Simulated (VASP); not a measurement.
# Ba (P-62m) in VASP: notebook, part 2 of 2

VASP 6.6.1.

**3. Single point, PBE (Sr replaced by Ba, lengths x 1.062, strained)**

INCAR reads:

```
SYSTEM = Ba
  PREC = Accurate
  ENCUT = 520
  EDIFF = 1E-7
  ISMEAR = 0
  SIGMA = 0.1
  LREAL = .False.
  LASPH = .True.
  NELM = 80
  ALGO = Fast
  ISIF = 2
  LWAVE = .False.
  LCHARG = .True.
  GGA = PE
  LELF = .True.
  LVHAR = .True.
  NBANDS = 22
```

KPOINTS reads:

```
regular mesh
0
Gamma
  9 9 12
  0 0 0
```

POSCAR reads:

```
Ba
1.0
    7.3410886990      0.0000000000      0.0000000000
   -3.6705443495      6.3575693047      0.0000000000
    0.0000000000      0.0000000000      3.8437007506
Ba
3
Direct
    0.0000000000      0.7011642243      0.0000000000
    0.2988357757      0.2988357757      0.0000000000
    0.7011642243      0.0000000000      0.0000000000
```

Potentials or basis: VASP PAW PBE potentials, release 64 (Ba_sv).

Launch:

```
$ cat potpaw_PBE.64/Ba_sv/POTCAR > POTCAR
$ mpirun -np 1 vasp_std > vasp.out
```

OUTCAR:

```text
SYSTEM = Ba
   PREC = Accurate
   ENCUT = 520
   EDIFF = 1E-7
   ISMEAR = 0
   LREAL = .False.
   LASPH = .True.
   NELM = 80
   ISIF = 2
   GGA = PE

 ion  position               nearest neighbor table
   1  0.000  0.701  0.000-   2 3.80   3 3.80   3 4.47   2 4.47   2 4.47   3 4.47
   2  0.299  0.299  0.000-   1 3.80   3 3.80   3 4.47   1 4.47   1 4.47   3 4.47
   3  0.701  0.000  0.000-   2 3.80   1 3.80   1 4.47   2 4.47   1 4.47   2 4.47

  LATTYP: Found a hexagonal cell.
 ALAT       =     7.3410886990
 C/A-ratio  =     0.5235872918

  Lattice vectors:

 A1 = (   7.3410886990,   0.0000000000,   0.0000000000)
 A2 = (  -3.6705443495,   6.3575693047,   0.0000000000)
 A3 = (   0.0000000000,   0.0000000000,   3.8437007506)

Analysis of symmetry for initial positions (statically):
=====================================================================
 Subroutine PRICEL returns:
 Original cell was already a primitive cell.

 Routine SETGRP: Setting up the symmetry group for a
 hexagonal supercell.

 Subroutine GETGRP returns: Found 12 space group operations
 (whereof 12 operations were pure point group operations)
 out of a pool of 24 trial point group operations.

The static configuration has the point symmetry D_3h.

Analysis of symmetry for dynamics (positions and initial velocities):
=====================================================================
 Subroutine PRICEL returns:
 Original cell was already a primitive cell.

 Routine SETGRP: Setting up the symmetry group for a
 hexagonal supercell.

 Subroutine GETGRP returns: Found 12 space group operations
 (whereof 12 operations were pure point group operations)
 out of a pool of 24 trial point group operations.

The dynamic configuration has the point symmetry D_3h.

 Subroutine INISYM returns: Found 12 space group operations
 (whereof 12 operations are pure point group operations),
 and found     1 'primitive' translations

----------------------------------------------------------------------------------------

                                     Primitive cell

  volume of cell :     179.3912

  direct lattice vectors                    reciprocal lattice vectors
     7.341088699  0.000000000  0.000000000     0.136219577  0.078646410  0.000000000
    -3.670544350  6.357569305  0.000000000     0.000000000  0.157292819  0.000000000
     0.000000000  0.000000000  3.843700751     0.000000000  0.000000000  0.260165935

  length of vectors
     7.341088699  7.341088699  3.843700751     0.157292819  0.157292819  0.260165935

  position of ions in fractional coordinates (direct lattice)
     0.000000000  0.701164224  0.000000000
     0.298835776  0.298835776  0.000000000
     0.701164224  0.000000000  0.000000000

  ion indices of the primitive-cell ions
   primitive index   ion index
                 1           1
                 2           2
                 3           3

----------------------------------------------------------------------------------------

 KPOINTS: regular mesh

Automatic generation of k-mesh.
 Grid dimensions read from file:
 generate k-points for:    9    9   12

 Generating k-lattice:

  Cartesian coordinates                     Fractional coordinates (reciprocal lattice)
     0.015135509  0.008738490  0.000000000     0.111111111  0.000000000  0.000000000
     0.000000000  0.017476980  0.000000000     0.000000000  0.111111111  0.000000000
     0.000000000  0.000000000  0.021680495     0.000000000  0.000000000  0.083333333

  Length of vectors
     0.017476980  0.017476980  0.021680495

  Shift w.r.t. Gamma in fractional coordinates (k-lattice)
     0.000000000  0.000000000  0.000000000

 Subroutine IBZKPT returns following result:
 ===========================================

 Found     84 irreducible k-points:

 Following reciprocal coordinates:
            Coordinates               Weight
  0.000000  0.000000  0.000000      1.000000
  0.111111  0.000000  0.000000      6.000000
  0.222222  0.000000  0.000000      6.000000
  0.333333  0.000000  0.000000      6.000000
  0.444444  0.000000  0.000000      6.000000
  0.111111  0.111111  0.000000      6.000000
[... 16 lines left out ...]
  0.333333  0.222222  0.083333     24.000000
  0.333333  0.333333  0.083333      4.000000
 [... further k-points ...]
   k-points           NKPTS =     84   k-points in BZ     NKDIM =     84   number of bands    NBANDS=     22
   number of dos      NEDOS =    301   number of ions     NIONS =      3
   total plane-waves  NPLWV =  94080
   dimension x,y,z NGX =    56 NGY =   56 NGZ =   30
   dimension x,y,z NGXF=   112 NGYF=  112 NGZF=   60
   ions per type =               3
   NGX,Y,Z   is equivalent  to a cutoff of  12.68, 12.68, 12.98 a.u.
   NGXF,Y,Z  is equivalent  to a cutoff of  25.36, 25.36, 25.95 a.u.
 SYSTEM =  Ba
   PREC   = accura    normal or accurate (medium, high low for compatibility)
   ISTART =      0    job   : 0-new  1-cont  2-samecut
   ICHARG =      2    charge: 1-file 2-atom 10-const
   ISPIN  =      1    spin polarized calculation?
   LNONCOLLINEAR =      F non collinear calculations
   LSORBIT =      F    spin-orbit coupling
   LASPH  =      T    aspherical Exc in radial PAW
   ENCUT  =  520.0 eV  38.22 Ry    6.18 a.u.  13.65 13.65  7.15*2*pi/ulx,y,z
   NELM   =     80;   NELMIN=  2; NELMDL= -5     # of ELM steps
   EDIFF  = 0.1E-06   stopping-criterion for ELM
   LREAL  =      F    real-space projection
   EDIFFG = 0.1E-05   stopping-criterion for IOM
   NSW    =      0    number of steps for IOM
   IBRION =     -1    ionic relax: 0-MD 1-quasi-New 2-CG
   NFREE  =      0    steps in history (QN), initial steepest desc. (CG)
   ISIF   =      2    stress and relaxation
   ISYM   =      2    0-nonsym 1-usesym 2-fastsym
   POTIM  = 0.5000    time-step for ionic-motion
   TEBEG  =    0.0;   TEEND  =   0.0 temperature during run
   PSTRESS=    0.0 pullay stress
   NELECT =      30.0000    total number of electrons
   NUPDOWN=      -1.0000    fix difference up-down
   EMIN   =  10.00;   EMAX   =-10.00  energy-range for DOS
   EFERMI =   0.00;   METHOD = LEGACY
   ISMEAR =     0;   SIGMA  =   0.10  broadening in eV -4-tet -1-fermi 0-gaus
   EFERMI_NEDOS =   21; number of points for ismear=-14 and -15
   IALGO  =     68    algorithm
   IMIX   =      4    mixing-type and parameters
     AMIX     =   0.40;   BMIX     =  1.00
     AMIX_MAG =   1.60;   BMIX_MAG =  1.00
  volume/ion in A,a.u.               =      59.80       403.53
  Fermi-wavevector in a.u.,A,eV,Ry     =   0.901948  1.704435 11.068480  0.813510
  Thomas-Fermi vector in A             =   2.025092
   LORBIT       =      0    0 simple, 1 ext, 2 COOP (PROOUT), +10 PAW based schemes
   GGA     = PE    functional components
   LHFCALC =     F    Hartree Fock is set to
   AEXX    =    0.0000 exact exchange contribution
   IVDW    =     0    specifies the selected vdW correction
   LEPSILON=     F    determine dielectric tensor
   LRPA    =     F    only Hartree local field effects (RPA)
 non-spin polarized calculation
 RMM-DIIS sequential band-by-band and
 Gauss-broadening in eV      SIGMA  =   0.10
  energy-cutoff  :      520.00
  volume of cell :      179.39
 maximum number of plane-waves:      4857
 NGX is ok and might be reduce to    56
   NGX = 27   NGY = 27   NGZ = 15

 number of electron      29.9999999 magnetization

 Free energy of the ion-electron system (eV)
  ---------------------------------------------------
  ext. energy  EPLUGINS =         0.00000000
  ---------------------------------------------------
  free energy    TOTEN  =        -4.93214506 eV

  energy without entropy =       -4.90864703  energy(sigma->0) =       -4.92039605

 E-fermi :   1.7772     XC(G=0):  -7.5449

 val. band max:        1.7749995999   @ k =   0.3333   0.2222   0.2500
 cond. band min:       1.7840918695   @ k =   0.1111   0.0000   0.2500
 fundamental gap:      0.0090922696
 Fermi energy:         1.7772450931

 k-point     1 :       0.0000    0.0000    0.0000
  band No.  band energies     occupation
      1     -27.2504      2.00000
      2     -27.1606      2.00000
      3     -27.1606      2.00000
      4     -12.8167      2.00000
      5     -12.5935      2.00000
      6     -12.5935      2.00000
[... 574 lines left out ...]
      6     -12.5676      2.00000
[... 14 lines left out ...]
     21       2.9223      0.00000
     22       4.5808      0.00000

 [... further k-points ...]

------------------------ aborting loop because EDIFF is reached ----------------------------------------

  FORCE on cell =-STRESS in cart. coord.  units (eV):
  Direction    XX          YY          ZZ          XY          YZ          ZX
  --------------------------------------------------------------------------------------
  -------------------------------------------------------------------------------------
  Total        0.6105765      0.6105765      0.9190298      0.0000000      0.0000000      0.0000000
  in kB        5.4531758      5.4531758      8.2080321      0.0000000      0.0000000      0.0000000
  external PRESSURE =       6.3714613 kB  Pullay stress =       0.0000000 kB

 VOLUME and BASIS-vectors are now :
 -----------------------------------------------------------------------------
  energy-cutoff  :      520.00
  volume of cell :      179.39
      direct lattice vectors                 reciprocal lattice vectors
     7.341088699  0.000000000  0.000000000     0.136219577  0.078646410  0.000000000
    -3.670544350  6.357569305  0.000000000     0.000000000  0.157292819  0.000000000
     0.000000000  0.000000000  3.843700751     0.000000000  0.000000000  0.260165935

 POSITION                                       TOTAL-FORCE (eV/Angst)
 -----------------------------------------------------------------------------------
     -2.57365      4.45770      0.00000         0.337660     -0.584844      0.000000
      1.09689      1.89987      0.00000         0.337660      0.584844      0.000000
      5.14731      0.00000      0.00000        -0.675320      0.000000      0.000000
 -----------------------------------------------------------------------------------
    total drift:                                0.000000      0.000000     -0.000000

  FREE ENERGIE OF THE ION-ELECTRON SYSTEM (eV)
  ---------------------------------------------------
  free  energy   TOTEN  =        -4.9321450609 eV

  energy  without entropy=       -4.9086470321  energy(sigma->0) =       -4.92039605
```

OSZICAR:

```text
N       E                     dE             d eps       ncg     rms          rms(c)
DAV:   1     0.235051177820E+03    0.23505E+03   -0.12169E+04  3696   0.112E+03
DAV:   2     0.111971773701E+02   -0.22385E+03   -0.21871E+03  5180   0.229E+02
DAV:   3    -0.420033153529E+01   -0.15398E+02   -0.15153E+02  5104   0.642E+01
[... 12 lines left out ...]
RMM:  16    -0.493214468465E+01   -0.29284E-06   -0.27939E-06  5202   0.437E-03    0.106E-03
RMM:  17    -0.493214475634E+01   -0.71695E-07   -0.10484E-06  4552   0.282E-03    0.189E-03
RMM:  18    -0.493214490597E+01   -0.14963E-06   -0.50337E-07  4121   0.290E-03    0.659E-04
RMM:  19    -0.493214502618E+01   -0.12020E-06   -0.18856E-07  3523   0.194E-03    0.751E-04
RMM:  20    -0.493214506092E+01   -0.34739E-07   -0.10066E-07  3045   0.125E-03
   1 F= -.49321451E+01 E0= -.49203960E+01  d E =-.234980E-01
```

stdout:

```text
POSCAR found type information on POSCAR Ba
 POSCAR found :  1 types and       3 ions
 scaLAPACK will be used
 LDA part: xc-table for (Slater+PW92), standard interpolation
[... 23 lines left out ...]
 num prob  num prob  num prob  num prob  num prob  num prob  num prob  num prob  num prob  num prob RMM:  19    -0.493214502618E+01   -0.12020E-06   -0.18856E-07  3523   0.194E-03    0.751E-04
 num prob  num prob  num prob  num prob WARNING in EDDRMM: call to ZHEGV failed, returncode =   8  4     16
 num prob  num prob  num prob WARNING in EDDRMM: call to ZHEGV failed, returncode =   8  4     17
 num prob  num prob  num prob  num prob  num prob  num prob  num prob  num prob  num prob  num prob  num prob  num prob  num prob  num prob  num prob  num prob  num prob WARNING in EDDRMM: call to ZHEGV failed, returncode =   6  3     15
 num prob RMM:  20    -0.493214506092E+01   -0.34739E-07   -0.10066E-07  3045   0.125E-03
```

It took 14 min on 1 thread of Oxide Virtual Turin-like, shared host; peak memory 0.43 GiB.

What came out:

* Free energy: -4.9321 eV
* Pressure: 0.6 GPa
* Largest force: 0.675 eV/Å
* Band gap on the k mesh: zero (bands 15 and 16 overlap by 0.64 eV)

Forces in eV/Å, atoms in the order of the input:
```
Ba   0.338 -0.585  0.000
Ba   0.338  0.585  0.000
Ba  -0.675  0.000  0.000
```

Levels at points of the mesh, in eV from the Fermi level:
```csv
k point,band 12,band 13,band 14,band 15,band 16,band 17,band 18,band 19
"(0.00, 0.00, 0.00)",-13.69,-2.62,0.03,0.35,0.35,0.48,0.56,0.56
"(0.00, 0.00, 0.50)",-13.75,-0.64,-0.63,-0.15,-0.15,0.46,0.90,1.83
```

Caveat: the cell differs from its parent crystal (Sr replaced by Ba, lengths x 1.062, strained); spin-orbit coupling is left out, which moves the levels of the heavy elements.

The gap in the log of VASP goes by the Fermi energy; the results here count the filled bands.